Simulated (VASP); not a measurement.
# HfC (P6_3mc) in VASP: single point with PBE

Aim: the single point of HfC with PBE.

Everything below comes from runs of VASP 6.6.1. Logs are shortened: lines on timing, memory, paths and dates and some standing lists are left out, and cuts for length are marked.

## Step 1: The cell of the first run

The structure is hexagonal, space group P6_3mc (No. 186). Conventional cell: a = 3.357 Å, b = 3.357 Å, c = 4.912 Å, α = 90.00°, β = 90.00°, γ = 120.00°. Hf (site symmetry 3m) has 6 C at 2.20 to 2.40 Å within 2.9 Å. C (site symmetry 3m) has 6 Hf at 2.20 to 2.40 Å and 2 C at 2.46 Å within 2.9 Å.

## Step 2: Single point, PBE (strained and its atoms moved)

INCAR reads:

```
ALGO = Normal
EDIFF = 1E-6
ENCUT = 520
GGA = PE
ISIF = 2
ISMEAR = 0
LASPH = T
LCHARG = F
LREAL = F
LWAVE = F
NBANDS = 22
NELM = 60
PREC = Accurate
SIGMA = 0.1
```

KPOINTS reads:

```
k-points
0
Gamma
  15 15 8
```

POSCAR reads:

```
HfC
1.0
    3.3566720899      0.0000000000      0.0000000000
   -1.6783360449      2.9069633020      0.0000000000
    0.0000000000      0.0000000000      4.9120383688
Hf C
2 2
Direct
    0.6666666667      0.3333333333      0.7692207375
    0.3333333333      0.6666666667      0.2692207375
    0.0000000000      0.0000000000     -0.0192207375
    0.0000000000      0.0000000000      0.4807792625
```

Potentials or basis: VASP PAW PBE potentials, release 64 (Hf_pv, C).

The run is started by

```sh
$ cat potpaw_PBE.64/Hf_pv/POTCAR potpaw_PBE.64/C/POTCAR > POTCAR
$ mpirun -np 1 vasp_std > vasp.out
```

OUTCAR:

```text
EDIFF = 1E-6
   ENCUT = 520
   GGA = PE
   ISIF = 2
   ISMEAR = 0
   LASPH = T
   LREAL = F
   NELM = 60
   PREC = Accurate

 ion  position               nearest neighbor table
   1  0.667  0.333  0.769-   3 2.20   3 2.20   3 2.20   4 2.40   4 2.40   4 2.40   2 3.13   2 3.13
                             2 3.13   2 3.13   2 3.13   2 3.13
   2  0.333  0.667  0.269-   4 2.20   4 2.20   4 2.20   3 2.40   3 2.40   3 2.40   1 3.13   1 3.13
                             1 3.13   1 3.13   1 3.13   1 3.13
   3  0.000  0.000  0.981-   1 2.20   1 2.20   1 2.20   2 2.40   2 2.40   2 2.40
   4  0.000  0.000  0.481-   2 2.20   2 2.20   2 2.20   1 2.40   1 2.40   1 2.40

  LATTYP: Found a hexagonal cell.
 ALAT       =     3.3566720899
 C/A-ratio  =     1.4633655708

  Lattice vectors:

 A1 = (   3.3566720899,   0.0000000000,   0.0000000000)
 A2 = (  -1.6783360449,   2.9069633020,   0.0000000000)
 A3 = (   0.0000000000,   0.0000000000,   4.9120383688)

Analysis of symmetry for initial positions (statically):
=====================================================================
 Subroutine PRICEL returns:
 Original cell was already a primitive cell.

 Routine SETGRP: Setting up the symmetry group for a
 hexagonal supercell.

 Subroutine GETGRP returns: Found 12 space group operations
 (whereof  6 operations were pure point group operations)
 out of a pool of 24 trial point group operations.

The static configuration has the point symmetry C_3v.
 The point group associated with its full space group is C_6v.

Analysis of symmetry for dynamics (positions and initial velocities):
=====================================================================
 Subroutine PRICEL returns:
 Original cell was already a primitive cell.

 Routine SETGRP: Setting up the symmetry group for a
 hexagonal supercell.

 Subroutine GETGRP returns: Found 12 space group operations
 (whereof  6 operations were pure point group operations)
 out of a pool of 24 trial point group operations.

The dynamic configuration has the point symmetry C_3v.
 The point group associated with its full space group is C_6v.

 Subroutine INISYM returns: Found 12 space group operations
 (whereof  6 operations are pure point group operations),
 and found     1 'primitive' translations

----------------------------------------------------------------------------------------

                                     Primitive cell

  volume of cell :      47.9303

  direct lattice vectors                    reciprocal lattice vectors
     3.356672090  0.000000000  0.000000000     0.297914116  0.172000795  0.000000000
    -1.678336045  2.906963302  0.000000000     0.000000000  0.344001591  0.000000000
     0.000000000  0.000000000  4.912038369     0.000000000  0.000000000  0.203581472

  length of vectors
     3.356672090  3.356672090  4.912038369     0.344001591  0.344001591  0.203581472

  position of ions in fractional coordinates (direct lattice)
     0.666666667  0.333333333  0.769220737
     0.333333333  0.666666667  0.269220737
     0.000000000  0.000000000  0.980779263
     0.000000000  0.000000000  0.480779263

  ion indices of the primitive-cell ions
   primitive index   ion index
                 1           1
                 2           2
                 3           3
                 4           4

----------------------------------------------------------------------------------------

 KPOINTS: k-points

Automatic generation of k-mesh.
 Grid dimensions read from file:
 generate k-points for:   15   15    8

 Generating k-lattice:

  Cartesian coordinates                     Fractional coordinates (reciprocal lattice)
     0.019860941  0.011466720  0.000000000     0.066666667  0.000000000  0.000000000
     0.000000000  0.022933439  0.000000000     0.000000000  0.066666667  0.000000000
     0.000000000  0.000000000  0.025447684     0.000000000  0.000000000  0.125000000

  Length of vectors
     0.022933439  0.022933439  0.025447684

  Shift w.r.t. Gamma in fractional coordinates (k-lattice)
     0.000000000  0.000000000  0.000000000

 Subroutine IBZKPT returns following result:
 ===========================================

 Found    135 irreducible k-points:

 Following reciprocal coordinates:
            Coordinates               Weight
  0.000000  0.000000  0.000000      1.000000
  0.066667 -0.000000  0.000000      6.000000
  0.133333  0.000000  0.000000      6.000000
  0.200000 -0.000000  0.000000      6.000000
  0.266667  0.000000  0.000000      6.000000
  0.333333  0.000000  0.000000      6.000000
[... 16 lines left out ...]
  0.333333  0.200000  0.000000     12.000000
  0.400000  0.200000  0.000000      6.000000
 [... further k-points ...]
   k-points           NKPTS =    135   k-points in BZ     NKDIM =    135   number of bands    NBANDS=     22
   number of dos      NEDOS =    301   number of ions     NIONS =      4
   total plane-waves  NPLWV =  31360
   dimension x,y,z NGX =    28 NGY =   28 NGZ =   40
   dimension x,y,z NGXF=    56 NGYF=   56 NGZF=   80
   ions per type =               2   2
   NGX,Y,Z   is equivalent  to a cutoff of  13.87, 13.87, 13.54 a.u.
   NGXF,Y,Z  is equivalent  to a cutoff of  27.74, 27.74, 27.08 a.u.
 SYSTEM =  unknown system
   PREC   = accura    normal or accurate (medium, high low for compatibility)
   ISTART =      0    job   : 0-new  1-cont  2-samecut
   ICHARG =      2    charge: 1-file 2-atom 10-const
   ISPIN  =      1    spin polarized calculation?
   LNONCOLLINEAR =      F non collinear calculations
   LSORBIT =      F    spin-orbit coupling
   LASPH  =      T    aspherical Exc in radial PAW
   ENCUT  =  520.0 eV  38.22 Ry    6.18 a.u.   6.24  6.24  9.13*2*pi/ulx,y,z
   NELM   =     60;   NELMIN=  2; NELMDL= -5     # of ELM steps
   EDIFF  = 0.1E-05   stopping-criterion for ELM
   LREAL  =      F    real-space projection
   EDIFFG = 0.1E-04   stopping-criterion for IOM
   NSW    =      0    number of steps for IOM
   IBRION =     -1    ionic relax: 0-MD 1-quasi-New 2-CG
   NFREE  =      0    steps in history (QN), initial steepest desc. (CG)
   ISIF   =      2    stress and relaxation
   ISYM   =      2    0-nonsym 1-usesym 2-fastsym
   POTIM  = 0.5000    time-step for ionic-motion
   TEBEG  =    0.0;   TEEND  =   0.0 temperature during run
   PSTRESS=    0.0 pullay stress
   NELECT =      28.0000    total number of electrons
   NUPDOWN=      -1.0000    fix difference up-down
   EMIN   =  10.00;   EMAX   =-10.00  energy-range for DOS
   EFERMI =   0.00;   METHOD = LEGACY
   ISMEAR =     0;   SIGMA  =   0.10  broadening in eV -4-tet -1-fermi 0-gaus
   EFERMI_NEDOS =   21; number of points for ismear=-14 and -15
   IALGO  =     38    algorithm
   IMIX   =      4    mixing-type and parameters
     AMIX     =   0.40;   BMIX     =  1.00
     AMIX_MAG =   1.60;   BMIX_MAG =  1.00
  volume/ion in A,a.u.               =      11.98        80.86
  Fermi-wavevector in a.u.,A,eV,Ry     =   1.368540  2.586165 25.482368  1.872901
  Thomas-Fermi vector in A             =   2.494495
   LORBIT       =      0    0 simple, 1 ext, 2 COOP (PROOUT), +10 PAW based schemes
   GGA     = PE    functional components
   LHFCALC =     F    Hartree Fock is set to
   AEXX    =    0.0000 exact exchange contribution
   IVDW    =     0    specifies the selected vdW correction
   LEPSILON=     F    determine dielectric tensor
   LRPA    =     F    only Hartree local field effects (RPA)
 non-spin polarized calculation
 Gauss-broadening in eV      SIGMA  =   0.10
  energy-cutoff  :      520.00
  volume of cell :       47.93
 maximum number of plane-waves:      1314
 NGX is ok and might be reduce to    28
   NGX = 13   NGY = 13   NGZ = 19

 number of electron      28.0000000 magnetization

 Free energy of the ion-electron system (eV)
  ---------------------------------------------------
  ext. energy  EPLUGINS =         0.00000000
  ---------------------------------------------------
  free energy    TOTEN  =       -40.84809187 eV

  energy without entropy =      -40.84585611  energy(sigma->0) =      -40.84697399

 E-fermi :   6.9536     XC(G=0): -12.5214

 val. band max:        6.9193109401   @ k =   0.2667   0.2667   0.2500
 cond. band min:       6.9649832770   @ k =   0.1333   0.0000   0.1250
 fundamental gap:      0.0456723369
 Fermi energy:         6.9536139325

 k-point     1 :       0.0000    0.0000    0.0000
  band No.  band energies     occupation
      1     -23.7369      2.00000
      2     -23.0747      2.00000
      3     -23.0747      2.00000
      4     -22.9310      2.00000
      5     -22.9310      2.00000
      6     -22.7735      2.00000
[... 14 lines left out ...]
     21      12.1035      0.00000
     22      16.0180      0.00000

 k-point     2 :       0.0667   -0.0000    0.0000
  band No.  band energies     occupation
      1     -23.7247      2.00000
      2     -23.0966      2.00000
      3     -23.0846      2.00000
      4     -22.9522      2.00000
      5     -22.9304      2.00000
      6     -22.7798      2.00000
[... 14 lines left out ...]
     21      12.2189      0.00000
     22      15.7280      0.00000

 k-point     3 :       0.1333    0.0000    0.0000
  band No.  band energies     occupation
      1     -23.6889      2.00000
      2     -23.1592      2.00000
      3     -23.1108      2.00000
      4     -23.0100      2.00000
      5     -22.9303      2.00000
      6     -22.7988      2.00000
[... 14 lines left out ...]
     21      12.5508      0.00000
     22      14.7905      0.00000
[... 476 lines left out ...]
 k-point    23 :       0.3333    0.2000    0.0000
  band No.  band energies     occupation
      1     -23.5563      2.00000
      2     -23.3468      2.00000
      3     -23.3105      2.00000
      4     -23.2543      2.00000
      5     -23.0668      2.00000
      6     -23.0541      2.00000
[... 14 lines left out ...]
     21      14.1849      0.00000
     22      14.8468      0.00000

 k-point    24 :       0.4000    0.2000    0.0000
  band No.  band energies     occupation
      1     -23.5738      2.00000
      2     -23.3140      2.00000
      3     -23.3033      2.00000
      4     -23.2764      2.00000
      5     -23.0837      2.00000
      6     -23.0722      2.00000
[... 14 lines left out ...]
     21      14.2889      0.00000
     22      14.7456      0.00000

 [... further k-points ...]

------------------------ aborting loop because EDIFF is reached ----------------------------------------

  FORCE on cell =-STRESS in cart. coord.  units (eV):
  Direction    XX          YY          ZZ          XY          YZ          ZX
  --------------------------------------------------------------------------------------
  -------------------------------------------------------------------------------------
  Total        2.5567669      2.5567669      7.0505018      0.0000000      0.0000000     -0.0000000
  in kB       85.4656308     85.4656308    235.6787336      0.0000000      0.0000000     -0.0000000
  external PRESSURE =     135.5366651 kB  Pullay stress =       0.0000000 kB

 VOLUME and BASIS-vectors are now :
 -----------------------------------------------------------------------------
  energy-cutoff  :      520.00
  volume of cell :       47.93
      direct lattice vectors                 reciprocal lattice vectors
     3.356672090  0.000000000  0.000000000     0.297914116  0.172000795  0.000000000
    -1.678336045  2.906963302  0.000000000     0.000000000  0.344001591  0.000000000
     0.000000000  0.000000000  4.912038369     0.000000000  0.000000000  0.203581472

 POSITION                                       TOTAL-FORCE (eV/Angst)
 -----------------------------------------------------------------------------------
      1.67834      0.96899      3.77844        -0.000000     -0.000000     -1.530217
     -0.00000      1.93798      1.32242         0.000000      0.000000     -1.530217
      0.00000      0.00000      4.81763         0.000000     -0.000000      1.530217
      0.00000      0.00000      2.36161         0.000000      0.000000      1.530217
 -----------------------------------------------------------------------------------
    total drift:                                0.000000      0.000000      0.000029

  FREE ENERGIE OF THE ION-ELECTRON SYSTEM (eV)
  ---------------------------------------------------
  free  energy   TOTEN  =       -40.8480918659 eV

  energy  without entropy=      -40.8458561121  energy(sigma->0) =      -40.84697399
```

Run time: 2.7 min. Hardware: 1 thread of Intel Xeon Platinum 8488C (Sapphire Rapids), shared host; peak memory 0.27 GiB.

What came out:

```yaml
Free_energy: -40.8481 eV
Pressure: 13.6 GPa
Largest_force: 1.530 eV/Å
Band_gap_on_the_k_mesh: zero (band 14 reaches 7.47 eV, above the bottom of band 15 at 6.77 eV)
```

Forces on the atoms (eV/Å):
```
Hf   0.000  0.000 -1.530
Hf   0.000  0.000 -1.530
C    0.000  0.000  1.530
C    0.000  0.000  1.530
```

Stress tensor (GPa, compression positive):
```
 8.55  0.00  0.00
 0.00  8.55  0.00
 0.00  0.00 23.57
```

Levels at points of the mesh, in eV from the Fermi level:
```
           k point  band 12  band 13  band 14  band 15  band 16  band 17
(0.00, 0.00, 0.00)    -1.80    -1.80     0.35     1.51     1.51     1.60
(0.00, 0.00, 0.50)    -3.36    -2.96    -2.96     3.98     3.98     3.98
```

Caveat: the cell differs from its parent crystal (strained and its atoms moved); spin-orbit coupling is left out, which moves the levels of the heavy elements; forces of over 1 eV/Å act on the atoms, so gaps and moduli don't describe the material at rest.
